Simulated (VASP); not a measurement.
# TiPd (Pm-3m) in VASP: notebook

The runs below take TiPd through single point, with LDA.

Program: VASP 6.6.1. These are calculated values, not measurements. Logs are shortened: lines on timing, memory, paths and dates and some standing lists are left out, and cuts for length are marked.

### 1 The cell of the first run

The structure is cubic, space group Pm-3m (No. 221). Conventional cell: a = 3.084 Å, b = 3.084 Å, c = 3.084 Å, α = 90.00°, β = 90.00°, γ = 90.00°. Within 3.5 Å of Ti (site symmetry m-3m) lie 8 Pd at 2.67 Å and 6 Ti at 3.08 Å. Within 3.5 Å of Pd (site symmetry m-3m) lie 8 Ti at 2.67 Å and 6 Pd at 3.08 Å.

### 2 Single point, LDA (14.66 Å³/atom)

Contents of INCAR:

```
PREC = Accurate
ENCUT = 520
EDIFF = 1E-6
ISMEAR = -1
SIGMA = 0.15
LREAL = F
LASPH = T
NELM = 100
ALGO = Normal
ISIF = 2
LWAVE = F
LCHARG = F
GGA = CA
NBANDS = 18
```

Contents of KPOINTS:

```
regular mesh
0
Gamma
  14 14 14
```

Contents of POSCAR:

```
TiPd
1.0
    3.0836929084      0.0000000000      0.0000000000
    0.0000000000      3.0836929084      0.0000000000
    0.0000000000      0.0000000000      3.0836929084
Ti Pd
1 1
Direct
    0.5000000000      0.5000000000      0.5000000000
    0.0000000000      0.0000000000      0.0000000000
```

Potentials or basis: VASP PAW LDA potentials, release 64 (Ti_sv, Pd).

On the command line:

```console
cat potpaw_LDA.64/Ti_sv/POTCAR potpaw_LDA.64/Pd/POTCAR > POTCAR
mpirun -np 1 vasp_std > vasp.out
```

OUTCAR:

```text
PREC = Accurate
   ENCUT = 520
   EDIFF = 1E-6
   ISMEAR = -1
   LREAL = F
   LASPH = T
   NELM = 100
   ISIF = 2
   GGA = CA

 ion  position               nearest neighbor table
   1  0.500  0.500  0.500-   2 2.67   2 2.67   2 2.67   2 2.67   2 2.67   2 2.67   2 2.67   2 2.67

   2  0.000  0.000  0.000-   1 2.67   1 2.67   1 2.67   1 2.67   1 2.67   1 2.67   1 2.67   1 2.67

  LATTYP: Found a simple cubic cell.
 ALAT       =     3.0836929084

  Lattice vectors:

 A1 = (   3.0836929084,   0.0000000000,   0.0000000000)
 A2 = (   0.0000000000,   3.0836929084,   0.0000000000)
 A3 = (   0.0000000000,   0.0000000000,   3.0836929084)

Analysis of symmetry for initial positions (statically):
=====================================================================
 Subroutine PRICEL returns:
 Original cell was already a primitive cell.

 Routine SETGRP: Setting up the symmetry group for a
 simple cubic supercell.

 Subroutine GETGRP returns: Found 48 space group operations
 (whereof 48 operations were pure point group operations)
 out of a pool of 48 trial point group operations.

The static configuration has the point symmetry O_h .

Analysis of symmetry for dynamics (positions and initial velocities):
=====================================================================
 Subroutine PRICEL returns:
 Original cell was already a primitive cell.

 Routine SETGRP: Setting up the symmetry group for a
 simple cubic supercell.

 Subroutine GETGRP returns: Found 48 space group operations
 (whereof 48 operations were pure point group operations)
 out of a pool of 48 trial point group operations.

The dynamic configuration has the point symmetry O_h .

 Subroutine INISYM returns: Found 48 space group operations
 (whereof 48 operations are pure point group operations),
 and found     1 'primitive' translations

----------------------------------------------------------------------------------------

                                     Primitive cell

  volume of cell :      29.3233

  direct lattice vectors                    reciprocal lattice vectors
     3.083692908  0.000000000  0.000000000     0.324286506  0.000000000  0.000000000
     0.000000000  3.083692908  0.000000000     0.000000000  0.324286506  0.000000000
     0.000000000  0.000000000  3.083692908     0.000000000  0.000000000  0.324286506

  length of vectors
     3.083692908  3.083692908  3.083692908     0.324286506  0.324286506  0.324286506

  position of ions in fractional coordinates (direct lattice)
     0.500000000  0.500000000  0.500000000
     0.000000000  0.000000000  0.000000000

  ion indices of the primitive-cell ions
   primitive index   ion index
                 1           1
                 2           2

----------------------------------------------------------------------------------------

 KPOINTS: regular mesh

Automatic generation of k-mesh.
 Grid dimensions read from file:
 generate k-points for:   14   14   14

 Generating k-lattice:

  Cartesian coordinates                     Fractional coordinates (reciprocal lattice)
     0.023163322  0.000000000  0.000000000     0.071428571  0.000000000  0.000000000
     0.000000000  0.023163322  0.000000000     0.000000000  0.071428571  0.000000000
     0.000000000  0.000000000  0.023163322     0.000000000  0.000000000  0.071428571

  Length of vectors
     0.023163322  0.023163322  0.023163322

  Shift w.r.t. Gamma in fractional coordinates (k-lattice)
     0.000000000  0.000000000  0.000000000

 Subroutine IBZKPT returns following result:
 ===========================================

 Found    120 irreducible k-points:

 Following reciprocal coordinates:
            Coordinates               Weight
  0.000000  0.000000  0.000000      1.000000
  0.071429  0.000000  0.000000      6.000000
  0.142857  0.000000  0.000000      6.000000
  0.214286  0.000000  0.000000      6.000000
  0.285714  0.000000  0.000000      6.000000
  0.357143  0.000000  0.000000      6.000000
[... 16 lines left out ...]
  0.285714  0.214286  0.000000     24.000000
  0.357143  0.214286  0.000000     24.000000
 [... further k-points ...]
   k-points           NKPTS =    120   k-points in BZ     NKDIM =    120   number of bands    NBANDS=     18
   number of dos      NEDOS =    301   number of ions     NIONS =      2
   total plane-waves  NPLWV =  13824
   dimension x,y,z NGX =    24 NGY =   24 NGZ =   24
   dimension x,y,z NGXF=    48 NGYF=   48 NGZF=   48
   ions per type =               1   1
   NGX,Y,Z   is equivalent  to a cutoff of  12.94, 12.94, 12.94 a.u.
   NGXF,Y,Z  is equivalent  to a cutoff of  25.88, 25.88, 25.88 a.u.
 SYSTEM =  unknown system
   PREC   = accura    normal or accurate (medium, high low for compatibility)
   ISTART =      0    job   : 0-new  1-cont  2-samecut
   ICHARG =      2    charge: 1-file 2-atom 10-const
   ISPIN  =      1    spin polarized calculation?
   LNONCOLLINEAR =      F non collinear calculations
   LSORBIT =      F    spin-orbit coupling
   LASPH  =      T    aspherical Exc in radial PAW
   ENCUT  =  520.0 eV  38.22 Ry    6.18 a.u.   5.73  5.73  5.73*2*pi/ulx,y,z
   NELM   =    100;   NELMIN=  2; NELMDL= -5     # of ELM steps
   EDIFF  = 0.1E-05   stopping-criterion for ELM
   LREAL  =      F    real-space projection
   EDIFFG = 0.1E-04   stopping-criterion for IOM
   NSW    =      0    number of steps for IOM
   IBRION =     -1    ionic relax: 0-MD 1-quasi-New 2-CG
   NFREE  =      0    steps in history (QN), initial steepest desc. (CG)
   ISIF   =      2    stress and relaxation
   ISYM   =      2    0-nonsym 1-usesym 2-fastsym
   POTIM  = 0.5000    time-step for ionic-motion
   TEBEG  =    0.0;   TEEND  =   0.0 temperature during run
   PSTRESS=    0.0 pullay stress
   NELECT =      22.0000    total number of electrons
   NUPDOWN=      -1.0000    fix difference up-down
   EMIN   =  10.00;   EMAX   =-10.00  energy-range for DOS
   EFERMI =   0.00;   METHOD = LEGACY
   ISMEAR =    -1;   SIGMA  =   0.15  broadening in eV -4-tet -1-fermi 0-gaus
   EFERMI_NEDOS =   21; number of points for ismear=-14 and -15
   IALGO  =     38    algorithm
   IMIX   =      4    mixing-type and parameters
     AMIX     =   0.40;   BMIX     =  1.00
     AMIX_MAG =   1.60;   BMIX_MAG =  1.00
  volume/ion in A,a.u.               =      14.66        98.94
  Fermi-wavevector in a.u.,A,eV,Ry     =   1.487572  2.811103 30.107922  2.212870
  Thomas-Fermi vector in A             =   2.600716
   LORBIT       =      0    0 simple, 1 ext, 2 COOP (PROOUT), +10 PAW based schemes
   GGA     = CA    functional components
   LHFCALC =     F    Hartree Fock is set to
   AEXX    =    0.0000 exact exchange contribution
   IVDW    =     0    specifies the selected vdW correction
   LEPSILON=     F    determine dielectric tensor
   LRPA    =     F    only Hartree local field effects (RPA)
 non-spin polarized calculation
  energy-cutoff  :      520.00
  volume of cell :       29.32
 maximum number of plane-waves:       840
 NGX is ok and might be reduce to    24
   NGX = 11   NGY = 11   NGZ = 11

 number of electron      22.0000007 magnetization

 Free energy of the ion-electron system (eV)
  ---------------------------------------------------
  ext. energy  EPLUGINS =         0.00000000
  ---------------------------------------------------
  free energy    TOTEN  =       -16.11345461 eV

  energy without entropy =      -15.90455953  energy(sigma->0) =      -16.00900707

 E-fermi :  10.7433     XC(G=0): -13.1009

 val. band max:       10.7401112281   @ k =   0.3571   0.3571   0.1429
 cond. band min:      10.7472824670   @ k =   0.3571   0.2857   0.2857
 fundamental gap:      0.0071712389
 Fermi energy:        10.7433322889

 k-point     1 :       0.0000    0.0000    0.0000
  band No.  band energies     occupation
      1     -45.8974      2.00000
      2     -22.4250      2.00000
      3     -22.4250      2.00000
      4     -22.4250      2.00000
      5       2.9912      2.00000
      6       4.9988      2.00000
[... 10 lines left out ...]
     17      19.2164      0.00000
     18      19.2164      0.00000

 k-point     2 :       0.0714    0.0000    0.0000
  band No.  band energies     occupation
      1     -45.8962      2.00000
      2     -22.4369      2.00000
      3     -22.4245      2.00000
      4     -22.4245      2.00000
      5       3.0919      2.00000
      6       5.0370      2.00000
[... 10 lines left out ...]
     17      19.4871      0.00000
     18      19.4871      0.00000

 k-point     3 :       0.1429    0.0000    0.0000
  band No.  band energies     occupation
      1     -45.8928      2.00000
      2     -22.4698      2.00000
      3     -22.4229      2.00000
      4     -22.4229      2.00000
      5       3.3861      2.00000
      6       5.1484      2.00000
[... 10 lines left out ...]
     17      20.2223      0.00000
     18      20.2223      0.00000

 k-point     4 :       0.2143    0.0000    0.0000
  band No.  band energies     occupation
      1     -45.8880      2.00000
      2     -22.5172      2.00000
      3     -22.4206      2.00000
      4     -22.4206      2.00000
      5       3.8464      2.00000
      6       5.3218      2.00000
[... 375 lines left out ...]
      4     -22.4143      2.00000
      5       4.5088      2.00000
      6       5.5966      2.00000
[... 10 lines left out ...]
     17      19.0112      0.00000
     18      22.5472      0.00000

 k-point    23 :       0.2857    0.2143    0.0000
  band No.  band energies     occupation
      1     -45.8744      2.00000
      2     -22.5584      2.00000
      3     -22.5019      2.00000
      4     -22.4106      2.00000
      5       4.8754      2.00000
      6       5.7061      2.00000
[... 10 lines left out ...]
     17      19.4864      0.00000
     18      23.4741      0.00000

 k-point    24 :       0.3571    0.2143    0.0000
  band No.  band energies     occupation
      1     -45.8699      2.00000
      2     -22.6021      2.00000
      3     -22.4977      2.00000
      4     -22.4074      2.00000
      5       5.1867      2.00000
      6       5.7673      2.00000
[... 10 lines left out ...]
     17      20.3233      0.00000
     18      24.4516      0.00000

 [... further k-points ...]

------------------------ aborting loop because EDIFF is reached ----------------------------------------

  FORCE on cell =-STRESS in cart. coord.  units (eV):
  Direction    XX          YY          ZZ          XY          YZ          ZX
  --------------------------------------------------------------------------------------
  -------------------------------------------------------------------------------------
  Total        0.7636050      0.7636050      0.7636050     -0.0000000      0.0000000     -0.0000000
  in kB       41.7220801     41.7220801     41.7220801     -0.0000000      0.0000000     -0.0000000
  external PRESSURE =      41.7220801 kB  Pullay stress =       0.0000000 kB

 VOLUME and BASIS-vectors are now :
 -----------------------------------------------------------------------------
  energy-cutoff  :      520.00
  volume of cell :       29.32
      direct lattice vectors                 reciprocal lattice vectors
     3.083692908  0.000000000  0.000000000     0.324286506  0.000000000  0.000000000
     0.000000000  3.083692908  0.000000000     0.000000000  0.324286506  0.000000000
     0.000000000  0.000000000  3.083692908     0.000000000  0.000000000  0.324286506

 POSITION                                       TOTAL-FORCE (eV/Angst)
 -----------------------------------------------------------------------------------
      1.54185      1.54185      1.54185         0.000000      0.000000      0.000000
      0.00000      0.00000      0.00000         0.000000      0.000000      0.000000
 -----------------------------------------------------------------------------------
    total drift:                                0.000000      0.000000     -0.000000

  FREE ENERGIE OF THE ION-ELECTRON SYSTEM (eV)
  ---------------------------------------------------
  free  energy   TOTEN  =       -16.1134546086 eV

  energy  without entropy=      -15.9045595338  energy(sigma->0) =      -16.00900707
```

It took 58 s on 1 thread of Intel Xeon 8259CL, shared host; peak memory 0.18 GiB.

What came out:

```
Free energy            : -16.1135 eV
Pressure               : 4.2 GPa
Band gap on the k mesh : zero (bands 11 and 12 overlap by 2.48 eV)
```

Levels at points of the mesh, in eV from the Fermi level:
| k point | band 9 | band 10 | band 11 | band 12 | band 13 | band 14 |
| --- | --- | --- | --- | --- | --- | --- |
| (0.00, 0.00, 0.00) | -3.32 | -3.32 | 0.52 | 0.52 | 2.43 | 2.43 |
| (0.50, 0.00, 0.00) | -3.65 | -2.87 | -1.04 | -0.47 | 0.38 | 0.38 |
| (0.50, 0.50, 0.00) | -2.07 | -0.75 | 0.58 | 0.58 | 1.00 | 2.49 |
| (0.50, 0.50, 0.50) | -2.02 | -1.91 | -1.91 | -1.91 | 2.63 | 2.63 |

Caveat: the cell stands under pressure.

### 3 Single point, LDA (15.26 Å³/atom)

This run uses another cell than the first one, of 15.26 Å³/atom.

Contents of INCAR:

```
PREC = Accurate
ENCUT = 520
EDIFF = 1E-6
ISMEAR = -1
SIGMA = 0.15
LREAL = False
LASPH = True
NELM = 100
ALGO = Fast
ISIF = 2
LWAVE = False
LCHARG = False
GGA = CA
NBANDS = 18
```

KPOINTS is that of step 2.

Contents of POSCAR:

```
TiPd
1.0
    3.1250896992      0.0000000000      0.0000000000
    0.0000000000      3.1250896992      0.0000000000
    0.0000000000      0.0000000000      3.1250896992
Ti Pd
1 1
Direct
    0.5000000000      0.5000000000      0.5000000000
    0.0000000000      0.0000000000      0.0000000000
```

Potentials or basis: VASP PAW LDA potentials, release 64 (Ti_sv, Pd).

On the command line:

```console
cat potpaw_LDA.64/Ti_sv/POTCAR potpaw_LDA.64/Pd/POTCAR > POTCAR
mpirun -np 1 vasp_std > vasp.out
```

Run time: 86 s. Hardware: 1 thread of Intel Xeon 8259CL, shared host; peak memory 0.18 GiB.

Results (log left out):

- Free energy: -16.1170 eV
- Pressure: -3.1 GPa
- Band gap on the k mesh: zero (bands 11 and 12 overlap by 2.35 eV)

Levels at points of the mesh, in eV from the Fermi level:
```
           k point  band 7  band 8  band 9  band 10  band 11  band 12  band 13  band 14  band 15  band 16
(0.00, 0.00, 0.00)   -5.44   -3.18   -3.18    -3.18     0.50     0.50     2.30     2.30     2.30     8.24
(0.50, 0.00, 0.00)   -3.57   -3.49   -3.49    -2.75    -0.94    -0.51     0.38     0.38     1.63     3.09
(0.50, 0.50, 0.00)   -4.18   -4.18   -2.00    -0.73     0.55     0.55     0.95     2.35     2.35     2.43
(0.50, 0.50, 0.50)   -4.58   -1.95   -1.95    -1.79    -1.79    -1.79     2.49     2.49     7.04     8.66
```

Caveat: the cell stands under tension.
